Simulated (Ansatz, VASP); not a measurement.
# Os in VASP and in Ansatz

```
Os
1.0
     0.00000    2.66080    2.66080
     2.66080    0.00000    2.66080
     2.66080    2.66080    0.00000
Os
2
Direct
  0.87500 0.87500 0.87500
  0.12500 0.12500 0.12500
```

Change from the starting cell: volume scaled by 0.92, PAW files.

Alike in both runs: task single point; functional LDA; k mesh 13 × 13 × 13; occupations fermi-dirac, width 0.05 eV; no spin polarisation.

```csv
,VASP,Ansatz
version,VASP 6.6.1,Ansatz 0.2.0
potentials or method,"VASP PAW LDA potentials, release 64 (Os_sv_GW)","PAW with Ansatz's default frozen-core files, scalar-relativistic"
plane-wave cutoff (eV),560,420
valence electrons in the cell,32,32
```

VASP gave:

| Quantity | Value |
| --- | --- |
| pressure (GPa) | 24.4 |

**Question.** Estimate Ansatz's values.

**Answer.** Pressure (GPa): 23.5.

LDA's correlation is that of Perdew and Zunger in VASP and of Perdew and Wang (1992) in Ansatz.

Spin-orbit coupling is off throughout.
